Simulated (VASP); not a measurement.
# AgBr (Fm-3m) in VASP: further runs, part 2 of 2

VASP 6.6.1. Earlier steps stand in the parts before.

### 3 Single point, LDA

This run uses another cell than the first one, of 22.99 Å³/atom.

The input, INCAR:

```
SYSTEM = AgBr
ALGO     = Normal         ! electronic algorithm
EDIFF    = 1E-6           ! SCF threshold, eV
ENCUT    = 500            ! plane-wave cutoff, eV
GGA_COMPAT= .FALSE.      
ISIF     = 2              ! what is computed and relaxed
ISMEAR   = 0              ! smearing method
LASPH    = .TRUE.         ! aspherical terms in the spheres
LCHARG   = .FALSE.        ! write CHGCAR
LREAL    = .FALSE.        ! projectors in reciprocal space
LWAVE    = .FALSE.        ! write WAVECAR
NBANDS   = 16             ! bands
NELM     = 120            ! most SCF steps
PREC     = Accurate       ! precision mode
SIGMA    = 0.01           ! smearing width, eV
```

The input, KPOINTS:

```
k-points
0
G
  12 12 12
  0 0 0
```

The input, POSCAR:

```
AgBr
1.0
    0.0000000000      2.8435379225      2.8435379225
    2.8435379225      0.0000000000      2.8435379225
    2.8435379225      2.8435379225      0.0000000000
Ag Br
1 1
Direct
    0.5000000000      0.5000000000      0.5000000000
    0.0000000000      0.0000000000      0.0000000000
```

Potentials or basis: VASP PAW LDA potentials, release 64 (Ag, Br).

The run is started by

```console
$ cat potpaw_LDA.64/Ag/POTCAR potpaw_LDA.64/Br/POTCAR > POTCAR
$ mpirun -np 1 vasp_std > vasp.out
```

OUTCAR:

```text
SYSTEM = AgBr
   EDIFF = 1E-6
   ENCUT = 500
   ISIF = 2
   ISMEAR = 0
   LASPH = .TRUE.
   LREAL = .FALSE.
   NELM = 120
   PREC = Accurate

 ion  position               nearest neighbor table
   1  0.500  0.500  0.500-   2 2.84   2 2.84   2 2.84   2 2.84   2 2.84   2 2.84
   2  0.000  0.000  0.000-   1 2.84   1 2.84   1 2.84   1 2.84   1 2.84   1 2.84

  LATTYP: Found a face centered cubic cell.
 ALAT       =     5.6870758450

  Lattice vectors:

 A1 = (   0.0000000000,   2.8435379225,   2.8435379225)
 A2 = (   2.8435379225,   0.0000000000,   2.8435379225)
 A3 = (   2.8435379225,   2.8435379225,   0.0000000000)

Analysis of symmetry for initial positions (statically):
=====================================================================
 Subroutine PRICEL returns:
 Original cell was already a primitive cell.

 Routine SETGRP: Setting up the symmetry group for a
 face centered cubic supercell.

 Subroutine GETGRP returns: Found 48 space group operations
 (whereof 48 operations were pure point group operations)
 out of a pool of 48 trial point group operations.

The static configuration has the point symmetry O_h .

Analysis of symmetry for dynamics (positions and initial velocities):
=====================================================================
 Subroutine PRICEL returns:
 Original cell was already a primitive cell.

 Routine SETGRP: Setting up the symmetry group for a
 face centered cubic supercell.

 Subroutine GETGRP returns: Found 48 space group operations
 (whereof 48 operations were pure point group operations)
 out of a pool of 48 trial point group operations.

The dynamic configuration has the point symmetry O_h .

 Subroutine INISYM returns: Found 48 space group operations
 (whereof 48 operations are pure point group operations),
 and found     1 'primitive' translations

----------------------------------------------------------------------------------------

                                     Primitive cell

  volume of cell :      45.9840

  direct lattice vectors                    reciprocal lattice vectors
     0.000000000  2.843537922  2.843537922    -0.175837289  0.175837289  0.175837289
     2.843537922  0.000000000  2.843537922     0.175837289 -0.175837289  0.175837289
     2.843537922  2.843537922  0.000000000     0.175837289  0.175837289 -0.175837289

  length of vectors
     4.021369895  4.021369895  4.021369895     0.304559119  0.304559119  0.304559119

  position of ions in fractional coordinates (direct lattice)
     0.500000000  0.500000000  0.500000000
     0.000000000  0.000000000  0.000000000

  ion indices of the primitive-cell ions
   primitive index   ion index
                 1           1
                 2           2

----------------------------------------------------------------------------------------

 KPOINTS: k-points

Automatic generation of k-mesh.
 Grid dimensions read from file:
 generate k-points for:   12   12   12

 Generating k-lattice:

  Cartesian coordinates                     Fractional coordinates (reciprocal lattice)
    -0.014653107  0.014653107  0.014653107     0.083333333  0.000000000  0.000000000
     0.014653107 -0.014653107  0.014653107     0.000000000  0.083333333  0.000000000
     0.014653107  0.014653107 -0.014653107     0.000000000  0.000000000  0.083333333

  Length of vectors
     0.025379927  0.025379927  0.025379927

  Shift w.r.t. Gamma in fractional coordinates (k-lattice)
     0.000000000  0.000000000  0.000000000

 Subroutine IBZKPT returns following result:
 ===========================================

 Found     72 irreducible k-points:

 Following reciprocal coordinates:
            Coordinates               Weight
  0.000000  0.000000  0.000000      1.000000
  0.083333  0.000000  0.000000      8.000000
  0.166667  0.000000  0.000000      8.000000
  0.250000  0.000000  0.000000      8.000000
  0.333333  0.000000  0.000000      8.000000
  0.416667  0.000000  0.000000      8.000000
[... 16 lines left out ...]
  0.500000  0.166667  0.000000     24.000000
 -0.416667  0.166667  0.000000     24.000000
 [... further k-points ...]
   k-points           NKPTS =     72   k-points in BZ     NKDIM =     72   number of bands    NBANDS=     16
   number of dos      NEDOS =    301   number of ions     NIONS =      2
   total plane-waves  NPLWV =  27000
   dimension x,y,z NGX =    30 NGY =   30 NGZ =   30
   dimension x,y,z NGXF=    60 NGYF=   60 NGZF=   60
   ions per type =               1   1
   NGX,Y,Z   is equivalent  to a cutoff of  12.40, 12.40, 12.40 a.u.
   NGXF,Y,Z  is equivalent  to a cutoff of  24.80, 24.80, 24.80 a.u.
 SYSTEM =  AgBr
   PREC   = accura    normal or accurate (medium, high low for compatibility)
   ISTART =      0    job   : 0-new  1-cont  2-samecut
   ICHARG =      2    charge: 1-file 2-atom 10-const
   ISPIN  =      1    spin polarized calculation?
   LNONCOLLINEAR =      F non collinear calculations
   LSORBIT =      F    spin-orbit coupling
   LASPH  =      T    aspherical Exc in radial PAW
   ENCUT  =  500.0 eV  36.75 Ry    6.06 a.u.   7.33  7.33  7.33*2*pi/ulx,y,z
   NELM   =    120;   NELMIN=  2; NELMDL= -5     # of ELM steps
   EDIFF  = 0.1E-05   stopping-criterion for ELM
   LREAL  =      F    real-space projection
   EDIFFG = 0.1E-04   stopping-criterion for IOM
   NSW    =      0    number of steps for IOM
   IBRION =     -1    ionic relax: 0-MD 1-quasi-New 2-CG
   NFREE  =      0    steps in history (QN), initial steepest desc. (CG)
   ISIF   =      2    stress and relaxation
   ISYM   =      2    0-nonsym 1-usesym 2-fastsym
   POTIM  = 0.5000    time-step for ionic-motion
   TEBEG  =    0.0;   TEEND  =   0.0 temperature during run
   PSTRESS=    0.0 pullay stress
   NELECT =      18.0000    total number of electrons
   NUPDOWN=      -1.0000    fix difference up-down
   EMIN   =  10.00;   EMAX   =-10.00  energy-range for DOS
   EFERMI =   0.00;   METHOD = LEGACY
   ISMEAR =     0;   SIGMA  =   0.01  broadening in eV -4-tet -1-fermi 0-gaus
   EFERMI_NEDOS =   21; number of points for ismear=-14 and -15
   IALGO  =     38    algorithm
   IMIX   =      4    mixing-type and parameters
     AMIX     =   0.40;   BMIX     =  1.00
     AMIX_MAG =   1.60;   BMIX_MAG =  1.00
  volume/ion in A,a.u.               =      22.99       155.16
  Fermi-wavevector in a.u.,A,eV,Ry     =   1.197558  2.263057 19.512737  1.434146
  Thomas-Fermi vector in A             =   2.333470
   LORBIT       =      0    0 simple, 1 ext, 2 COOP (PROOUT), +10 PAW based schemes
   GGA     = CA    functional components
   LHFCALC =     F    Hartree Fock is set to
   AEXX    =    0.0000 exact exchange contribution
   IVDW    =     0    specifies the selected vdW correction
   LEPSILON=     F    determine dielectric tensor
   LRPA    =     F    only Hartree local field effects (RPA)
 non-spin polarized calculation
 Gauss-broadening in eV      SIGMA  =   0.01
  energy-cutoff  :      500.00
  volume of cell :       45.98
 maximum number of plane-waves:      1211
 NGX is ok and might be reduce to    30
   NGX = 15   NGY = 15   NGZ = 15

 number of electron      17.9999998 magnetization

 Free energy of the ion-electron system (eV)
  ---------------------------------------------------
  ext. energy  EPLUGINS =         0.00000000
  ---------------------------------------------------
  free energy    TOTEN  =        -6.38966552 eV

  energy without entropy =       -6.38966552  energy(sigma->0) =       -6.38966552

 E-fermi :   3.9707     XC(G=0): -10.4115

 val. band max:        3.8488133673   @ k =   0.5000   0.0000   0.0000
 cond. band min:       4.2572225256   @ k =   0.0000   0.0000   0.0000
 fundamental gap:      0.4084091583
 Fermi energy:         3.9707334301

 k-point     1 :       0.0000    0.0000    0.0000
  band No.  band energies     occupation
      1     -11.4330      2.00000
      2       0.8582      2.00000
      3       0.8582      2.00000
      4       0.8584      2.00000
      5       0.8584      2.00000
      6       0.8584      2.00000
[... 8 lines left out ...]
     15      15.4864      0.00000
     16      15.4864      0.00000
[... 419 lines left out ...]
 k-point    24 :      -0.4167    0.1667    0.0000
  band No.  band energies     occupation
      1     -10.9171      2.00000
      2      -1.4703      2.00000
      3      -0.4994      2.00000
      4      -0.4851      2.00000
      5       1.1655      2.00000
      6       1.1918      2.00000
[... 8 lines left out ...]
     15      16.3609      0.00000
     16      17.1870      0.00000

 [... further k-points ...]
[... 5 lines left out ...]
  --------------------------------------------------------------------------------------
  -------------------------------------------------------------------------------------
  Total       -0.8453236     -0.8453236     -0.8453236     -0.0000000     -0.0000000     -0.0000000
  in kB      -29.4527957    -29.4527957    -29.4527957     -0.0000000     -0.0000000     -0.0000000
  external PRESSURE =     -29.4527957 kB  Pullay stress =       0.0000000 kB

 VOLUME and BASIS-vectors are now :
 -----------------------------------------------------------------------------
  energy-cutoff  :      500.00
  volume of cell :       45.98
      direct lattice vectors                 reciprocal lattice vectors
     0.000000000  2.843537922  2.843537922    -0.175837289  0.175837289  0.175837289
     2.843537922  0.000000000  2.843537922     0.175837289 -0.175837289  0.175837289
     2.843537922  2.843537922  0.000000000     0.175837289  0.175837289 -0.175837289

 POSITION                                       TOTAL-FORCE (eV/Angst)
 -----------------------------------------------------------------------------------
      2.84354      2.84354      2.84354         0.000000      0.000000      0.000000
      0.00000      0.00000      0.00000        -0.000000     -0.000000     -0.000000
 -----------------------------------------------------------------------------------
    total drift:                                0.000000      0.000000      0.000000

  FREE ENERGIE OF THE ION-ELECTRON SYSTEM (eV)
  ---------------------------------------------------
  free  energy   TOTEN  =        -6.3896655196 eV

  energy  without entropy=       -6.3896655196  energy(sigma->0) =       -6.38966552
```

It took 17 s on 1 thread of Intel Xeon 6975P-C (Granite Rapids), shared host; peak memory 0.18 GiB.

Results:

```
Free energy            : -6.3897 eV
Pressure               : -2.9 GPa
Band gap on the k mesh : 0.41 eV (least direct gap 2.44 eV)
```

### 4 Single point, LDA

This run uses another cell than the first one, of 22.99 Å³/atom.

The input, INCAR:

```
SYSTEM = AgBr
  PREC = Accurate
  ENCUT = 500
  EDIFF = 1E-6
  ISMEAR = 0
  SIGMA = 0.01
  LREAL = .False.
  LASPH = .True.
  NELM = 120
  ALGO = Normal
  ISIF = 2
  LWAVE = .False.
  LCHARG = .False.
  GGA = CA
  NBANDS = 16
  GGA_COMPAT = .False.
```

The input, KPOINTS:

```
regular mesh
0
Gamma
  12 12 12
  0 0 0
```

POSCAR is that of step 3.

Potentials or basis: VASP PAW LDA potentials, release 64 (Ag, Br).

The run is started by

```console
$ cat potpaw_LDA.64/Ag/POTCAR potpaw_LDA.64/Br/POTCAR > POTCAR
$ mpirun -np 1 vasp_std > vasp.out
```

OUTCAR:

```text
SYSTEM = AgBr
   PREC = Accurate
   ENCUT = 500
   EDIFF = 1E-6
   ISMEAR = 0
   LREAL = .False.
   LASPH = .True.
   NELM = 120
   ISIF = 2
   GGA = CA

 ion  position               nearest neighbor table
   1  0.500  0.500  0.500-   2 2.84   2 2.84   2 2.84   2 2.84   2 2.84   2 2.84
   2  0.000  0.000  0.000-   1 2.84   1 2.84   1 2.84   1 2.84   1 2.84   1 2.84

  LATTYP: Found a face centered cubic cell.
 ALAT       =     5.6870758450

  Lattice vectors:

 A1 = (   0.0000000000,   2.8435379225,   2.8435379225)
 A2 = (   2.8435379225,   0.0000000000,   2.8435379225)
 A3 = (   2.8435379225,   2.8435379225,   0.0000000000)

Analysis of symmetry for initial positions (statically):
=====================================================================
 Subroutine PRICEL returns:
 Original cell was already a primitive cell.

 Routine SETGRP: Setting up the symmetry group for a
 face centered cubic supercell.

 Subroutine GETGRP returns: Found 48 space group operations
 (whereof 48 operations were pure point group operations)
 out of a pool of 48 trial point group operations.

The static configuration has the point symmetry O_h .

[... 156 lines left out ...]
  ---------------------------------------------------
  free energy    TOTEN  =        -6.38966552 eV

  energy without entropy =       -6.38966552  energy(sigma->0) =       -6.38966552

 E-fermi :   3.9707     XC(G=0): -10.4115

 val. band max:        3.8488133673   @ k =   0.5000   0.0000   0.0000
 cond. band min:       4.2572225256   @ k =   0.0000   0.0000   0.0000
 fundamental gap:      0.4084091583
 Fermi energy:         3.9707334301

 k-point     1 :       0.0000    0.0000    0.0000
  band No.  band energies     occupation
      1     -11.4330      2.00000
      2       0.8582      2.00000
      3       0.8582      2.00000
      4       0.8584      2.00000
      5       0.8584      2.00000
      6       0.8584      2.00000
[... 433 lines left out ...]
      3      -0.4994      2.00000
      4      -0.4851      2.00000
      5       1.1655      2.00000
      6       1.1918      2.00000
[... 8 lines left out ...]
     15      16.3609      0.00000
     16      17.1870      0.00000

 [... further k-points ...]
[... 5 lines left out ...]
  --------------------------------------------------------------------------------------
  -------------------------------------------------------------------------------------
  Total       -0.8453236     -0.8453236     -0.8453236     -0.0000000     -0.0000000     -0.0000000
  in kB      -29.4527957    -29.4527957    -29.4527957     -0.0000000     -0.0000000     -0.0000000
  external PRESSURE =     -29.4527957 kB  Pullay stress =       0.0000000 kB

 VOLUME and BASIS-vectors are now :
 -----------------------------------------------------------------------------
  energy-cutoff  :      500.00
  volume of cell :       45.98
      direct lattice vectors                 reciprocal lattice vectors
     0.000000000  2.843537922  2.843537922    -0.175837289  0.175837289  0.175837289
     2.843537922  0.000000000  2.843537922     0.175837289 -0.175837289  0.175837289
     2.843537922  2.843537922  0.000000000     0.175837289  0.175837289 -0.175837289

 POSITION                                       TOTAL-FORCE (eV/Angst)
 -----------------------------------------------------------------------------------
      2.84354      2.84354      2.84354         0.000000      0.000000      0.000000
      0.00000      0.00000      0.00000        -0.000000     -0.000000     -0.000000
 -----------------------------------------------------------------------------------
    total drift:                                0.000000      0.000000      0.000000

  FREE ENERGIE OF THE ION-ELECTRON SYSTEM (eV)
  ---------------------------------------------------
  free  energy   TOTEN  =        -6.3896655196 eV

  energy  without entropy=       -6.3896655196  energy(sigma->0) =       -6.38966552
```

OSZICAR:

```text
N       E                     dE             d eps       ncg     rms          rms(c)
DAV:   1     0.852653781271E+02    0.85265E+02   -0.83666E+03  2312   0.983E+02
DAV:   2    -0.388631883424E+01   -0.89152E+02   -0.82292E+02  2960   0.207E+02
DAV:   3    -0.649300401003E+01   -0.26067E+01   -0.26011E+01  2736   0.358E+01
DAV:   4    -0.650296987739E+01   -0.99659E-02   -0.99655E-02  3024   0.258E+00
DAV:   5    -0.650304975130E+01   -0.79874E-04   -0.79874E-04  2768   0.223E-01    0.668E+00
DAV:   6    -0.639714728394E+01    0.10590E+00   -0.20508E-01  2888   0.641E+00    0.448E+00
DAV:   7    -0.639107615249E+01    0.60711E-02   -0.35828E-02  2616   0.132E+00    0.167E+00
DAV:   8    -0.638976143910E+01    0.13147E-02   -0.24053E-03  2808   0.476E-01    0.239E-01
DAV:   9    -0.638966495841E+01    0.96481E-04   -0.28960E-04  2888   0.184E-01    0.455E-02
DAV:  10    -0.638966551962E+01   -0.56120E-06   -0.96854E-06  2744   0.458E-02
   1 F= -.63896655E+01 E0= -.63896655E+01  d E =-.726485E-69
```

It took 16 s on 1 thread of Intel Xeon 6975P-C (Granite Rapids), shared host; peak memory 0.18 GiB.

What came out:

- Free energy: -6.3897 eV
- Pressure: -2.9 GPa
- Band gap on the k mesh: 0.41 eV (least direct gap 2.44 eV)

A k mesh can miss the band edges. Expect the measured gap to be larger: semilocal functionals such as LDA lack the derivative discontinuity.
